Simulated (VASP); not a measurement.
# Cu (Fm-3m) in VASP: a series of runs

Runs on Cu. Level: PBE. Tasks: single point.

All numbers are computed with VASP 6.6.1; they aren't measurements. Logs are shortened: lines on timing, memory, paths and dates and some standing lists are left out, and cuts for length are marked.

### Step 1. The cell of the first run

The structure is cubic, space group Fm-3m (No. 225). Conventional cell: a = 3.630 Å, b = 3.630 Å, c = 3.630 Å, α = 90.00°, β = 90.00°, γ = 90.00°. Cu (site symmetry m-3m) has 12 Cu at 2.57 Å within 3.4 Å.

### Step 2. Single point, PBE

Input file INCAR:

```
SYSTEM = Cu
  PREC = Accurate
  ENCUT = 520
  EDIFF = 1E-6
  ISMEAR = 0
  SIGMA = 0.1
  LREAL = .FALSE.
  LASPH = .TRUE.
  NELM = 100
  ALGO = Normal
  ISIF = 2
  LWAVE = .FALSE.
  LCHARG = .TRUE.
  GGA = PE
  LELF = .TRUE.
  LVHAR = .TRUE.
  NBANDS = 12
  ISYM = 0
```

Input file KPOINTS:

```
regular mesh
0
G
  15 15 16
  0 0 0
```

Input file POSCAR:

```
Cu
1.0
    2.5666196055      0.0000000000      0.0000000000
   -1.2833098028      2.2227577802      0.0000000000
    1.2833098028      0.7409192601      2.0956361324
Cu
1
Direct
    0.0000000000      0.0000000000      0.0000000000
```

Potentials or basis: VASP PAW PBE potentials, release 64 (Cu).

Started as:

```sh
$ cat potpaw_PBE.64/Cu/POTCAR > POTCAR
$ mpirun -np 1 vasp_std > vasp.out
```

OUTCAR:

```text
SYSTEM = Cu
   PREC = Accurate
   ENCUT = 520
   EDIFF = 1E-6
   ISMEAR = 0
   LREAL = .FALSE.
   LASPH = .TRUE.
   NELM = 100
   ISIF = 2
   GGA = PE
   ISYM = 0

 ion  position               nearest neighbor table
   1  0.000  0.000  0.000-

IMPORTANT INFORMATION: All symmetrisations will be switched off!
NOSYMM: (Re-)initialisation of all symmetry stuff for point group C_1.

----------------------------------------------------------------------------------------

                                     Primitive cell

  volume of cell :      11.9555

  direct lattice vectors                    reciprocal lattice vectors
     2.566619606  0.000000000  0.000000000     0.389617533  0.224945788 -0.318121384
    -1.283309803  2.222757780  0.000000000     0.000000000  0.449891576 -0.159060692
     1.283309803  0.740919260  2.095636132     0.000000000  0.000000000  0.477182076

  length of vectors
     2.566619606  2.566619606  2.566619606     0.551002400  0.477182076  0.477182076

  position of ions in fractional coordinates (direct lattice)
     0.000000000  0.000000000  0.000000000

  ion indices of the primitive-cell ions
   primitive index   ion index
                 1           1

----------------------------------------------------------------------------------------

 KPOINTS: regular mesh

Automatic generation of k-mesh.
 Grid dimensions read from file:
 generate k-points for:   15   15   16

 Generating k-lattice:

  Cartesian coordinates                     Fractional coordinates (reciprocal lattice)
     0.025974502  0.014996386 -0.021208092     0.066666667  0.000000000  0.000000000
     0.000000000  0.029992772 -0.010604046     0.000000000  0.066666667 -0.000000000
     0.000000000  0.000000000  0.029823880     0.000000000  0.000000000  0.062500000

  Length of vectors
     0.036733493  0.031812138  0.029823880

  Shift w.r.t. Gamma in fractional coordinates (k-lattice)
     0.000000000  0.000000000  0.000000000

 -----------------------------------------------------------------------------
|                                                                             |
|           W    W    AA    RRRRR   N    N  II  N    N   GGGG   !!!           |
|           W    W   A  A   R    R  NN   N  II  NN   N  G    G  !!!           |
|           W    W  A    A  R    R  N N  N  II  N N  N  G       !!!           |
|           W WW W  AAAAAA  RRRRR   N  N N  II  N  N N  G  GGG   !            |
|           WW  WW  A    A  R   R   N   NN  II  N   NN  G    G                |
|           W    W  A    A  R    R  N    N  II  N    N   GGGG   !!!           |
|                                                                             |
[... 76 lines left out ...]
   EMIN   =  10.00;   EMAX   =-10.00  energy-range for DOS
   EFERMI =   0.00;   METHOD = LEGACY
   ISMEAR =     0;   SIGMA  =   0.10  broadening in eV -4-tet -1-fermi 0-gaus
   EFERMI_NEDOS =   21; number of points for ismear=-14 and -15
   IALGO  =     38    algorithm
   IMIX   =      4    mixing-type and parameters
     AMIX     =   0.40;   BMIX     =  1.00
     AMIX_MAG =   1.60;   BMIX_MAG =  1.00
  volume/ion in A,a.u.               =      11.96        80.68
  Fermi-wavevector in a.u.,A,eV,Ry     =   1.592267  3.008948 34.495042  2.535314
  Thomas-Fermi vector in A             =   2.690679
   LORBIT       =      0    0 simple, 1 ext, 2 COOP (PROOUT), +10 PAW based schemes
   GGA     = PE    functional components
   LHFCALC =     F    Hartree Fock is set to
   AEXX    =    0.0000 exact exchange contribution
   IVDW    =     0    specifies the selected vdW correction
   LEPSILON=     F    determine dielectric tensor
   LRPA    =     F    only Hartree local field effects (RPA)
 non-spin polarized calculation
 Gauss-broadening in eV      SIGMA  =   0.10
  energy-cutoff  :      520.00
  volume of cell :       11.96
 maximum number of plane-waves:       332
   NGX =  9   NGY =  9   NGZ =  9

 number of electron      10.9999997 magnetization

 Free energy of the ion-electron system (eV)
  ---------------------------------------------------
  ext. energy  EPLUGINS =         0.00000000
  ---------------------------------------------------
  free energy    TOTEN  =        -3.72721511 eV

  energy without entropy =       -3.72542812  energy(sigma->0) =       -3.72632161

 E-fermi :   7.4873     XC(G=0): -12.6554

 val. band max:        7.4764355135   @ k =   0.4667  -0.0000   0.2500
 cond. band min:       7.4902676312   @ k =  -0.0667  -0.4000   0.0625
 fundamental gap:      0.0138321176
 Fermi energy:         7.4872515271

 k-point     1 :       0.0000    0.0000    0.0000
  band No.  band energies     occupation
      1      -1.8237      2.00000
      2       4.4394      2.00000
      3       4.4405      2.00000
      4       4.4458      2.00000
      5       5.2479      2.00000
      6       5.2485      2.00000
      7      29.9313      0.00000
      8      32.4798      0.00000
      9      32.4808      0.00000
     10      32.4812      0.00000
     11      34.9623      0.00000
     12      34.9626      0.00000
[... 331 lines left out ...]
 k-point    24 :       0.0000    0.1333    0.0000
  band No.  band energies     occupation
      1      -1.1897      2.00000
      2       4.3206      2.00000
      3       4.5427      2.00000
      4       4.5461      2.00000
      5       5.2174      2.00000
      6       5.2194      2.00000
      7      25.6787      0.00000
      8      30.4934      0.00000
      9      31.1830      0.00000
     10      31.1831      0.00000
     11      36.8517      0.00000
     12      37.0271      0.00000

 [... further k-points ...]

------------------------ aborting loop because EDIFF is reached ----------------------------------------

  FORCE on cell =-STRESS in cart. coord.  units (eV):
  Direction    XX          YY          ZZ          XY          YZ          ZX
  --------------------------------------------------------------------------------------
  -------------------------------------------------------------------------------------
  Total        0.0039955     -0.0006496      0.1144503      0.0039965      0.0013564      0.0023427
  in kB        0.5354410     -0.0870591     15.3376190      0.5355697      0.1817749      0.3139434
  external PRESSURE =       5.2620003 kB  Pullay stress =       0.0000000 kB

 VOLUME and BASIS-vectors are now :
 -----------------------------------------------------------------------------
  energy-cutoff  :      520.00
  volume of cell :       11.96
      direct lattice vectors                 reciprocal lattice vectors
     2.566619606  0.000000000  0.000000000     0.389617533  0.224945788 -0.318121384
    -1.283309803  2.222757780  0.000000000     0.000000000  0.449891576 -0.159060692
     1.283309803  0.740919260  2.095636132     0.000000000  0.000000000  0.477182076

 POSITION                                       TOTAL-FORCE (eV/Angst)
 -----------------------------------------------------------------------------------
      0.00000      0.00000      0.00000         0.000000      0.000000      0.000000
 -----------------------------------------------------------------------------------
    total drift:                                0.000000      0.000000      0.000000

  FREE ENERGIE OF THE ION-ELECTRON SYSTEM (eV)
  ---------------------------------------------------
  free  energy   TOTEN  =        -3.7272151080 eV

  energy  without entropy=       -3.7254281151  energy(sigma->0) =       -3.72632161
```

stdout:

```text
POSCAR found type information on POSCAR Cu
 POSCAR found :  1 types and       1 ions
 scaLAPACK will be used
 LDA part: xc-table for (Slater+PW92), standard interpolation
 -----------------------------------------------------------------------------
|                                                                             |
|           W    W    AA    RRRRR   N    N  II  N    N   GGGG   !!!           |
|           W    W   A  A   R    R  NN   N  II  NN   N  G    G  !!!           |
|           W    W  A    A  R    R  N N  N  II  N N  N  G       !!!           |
|           W WW W  AAAAAA  RRRRR   N  N N  II  N  N N  G  GGG   !            |
|           WW  WW  A    A  R   R   N   NN  II  N   NN  G    G                |
|           W    W  A    A  R    R  N    N  II  N    N   GGGG   !!!           |
|                                                                             |
|     Your reciprocal lattice and k-lattice belong to different lattice       |
|     classes:                                                                |
|                                                                             |
|        The reciprocal lattice is body-centered cubic,                       |
|        whereas your k-lattice is base-centered monoclinic.                  |
|                                                                             |
|     Results are often still useful ...                                      |
|                                                                             |
 -----------------------------------------------------------------------------

 POSCAR, INCAR and KPOINTS ok, starting setup
 FFT: planning ... GRIDC
 FFT: planning ... GRID_SOFT
 FFT: planning ... GRID
 WAVECAR not read
 entering main loop
```

Run time: 4.8 min. Hardware: 1 thread of Intel Xeon 8259CL, shared host; peak memory 0.35 GiB.

The run converged, but its numbers aren't listed here, since they failed a check.

### Step 3. Single point, PBE

Input file INCAR:

```
PREC = Accurate
ENCUT = 520
EDIFF = 1E-6
ISMEAR = 0
SIGMA = 0.1
LREAL = F
LASPH = T
NELM = 80
ALGO = Normal
ISIF = 2
LWAVE = F
LCHARG = T
GGA = PE
LELF = T
LVHAR = T
NBANDS = 12
```

Input file KPOINTS:

```
Automatic mesh
0
Gamma
  20 20 20
```

Input file POSCAR:

```
Cu
1.0
    0.0000000000      1.8148741278      1.8148741278
    1.8148741278      0.0000000000      1.8148741278
    1.8148741278      1.8148741278      0.0000000000
Cu
1
Direct
    0.0000000000      0.0000000000      0.0000000000
```

Potentials or basis: VASP PAW PBE potentials, release 64 (Cu).

Started as:

```sh
$ cat potpaw_PBE.64/Cu/POTCAR > POTCAR
$ mpirun -np 1 vasp_std > vasp.out
```

Wall time 24 s (1 thread of Intel Xeon 8259CL, shared host); peak memory 0.15 GiB.

It converged, with:

| Quantity | Value |
| --- | --- |
| Free energy | -3.7294 eV |
| Pressure | 0.6 GPa |
| Band gap on the k mesh | zero (an odd number of electrons rules out a gap without spin polarisation) |

Levels at points of the mesh, in eV from the Fermi level:
```csv
k point,band 3,band 4,band 5,band 6,band 7,band 8,band 9,band 10
"(0.00, 0.00, 0.00)",-2.96,-2.96,-2.16,-2.16,22.52,25.07,25.07,25.07
"(0.50, 0.00, 0.00)",-2.99,-1.60,-1.60,-0.94,3.72,21.02,21.91,21.91
"(0.50, 0.50, 0.00)",-1.62,-1.46,-1.46,1.53,7.06,13.01,13.01,17.48
```

### Step 4. Single point, PBE

Input file INCAR:

```
SYSTEM = Cu
  PREC = Accurate
  ENCUT = 520
  EDIFF = 1E-7
  ISMEAR = 0
  SIGMA = 0.15
  LREAL = .FALSE.
  LASPH = .TRUE.
  NELM = 80
  ALGO = Normal
  ISIF = 2
  LWAVE = .FALSE.
  LCHARG = .FALSE.
  GGA = PE
  NBANDS = 12
```

Input file KPOINTS:

```
Automatic mesh
0
G
  28 28 28
  0 0 0
```

POSCAR is that of step 3.

Started as:

```sh
$ cat potpaw_PBE.64/Cu/POTCAR > POTCAR
$ mpirun -np 1 vasp_std > vasp.out
```

Wall time 63 s (1 thread of Intel Xeon 8259CL, shared host); peak memory 0.2 GiB.

Results (log left out):

| Quantity | Value |
| --- | --- |
| Free energy | -3.7298 eV |
| Pressure | 0.5 GPa |
| Band gap on the k mesh | zero (an odd number of electrons rules out a gap without spin polarisation) |

Levels at points of the mesh, in eV from the Fermi level:
```csv
k point,band 3,band 4,band 5,band 6,band 7,band 8,band 9,band 10
"(0.00, 0.00, 0.00)",-3.01,-3.01,-2.21,-2.21,22.48,25.03,25.03,25.03
"(0.50, 0.00, 0.00)",-3.04,-1.65,-1.65,-0.99,3.67,20.97,21.86,21.86
"(0.50, 0.50, 0.00)",-1.67,-1.51,-1.51,1.49,7.01,12.97,12.97,17.43
```
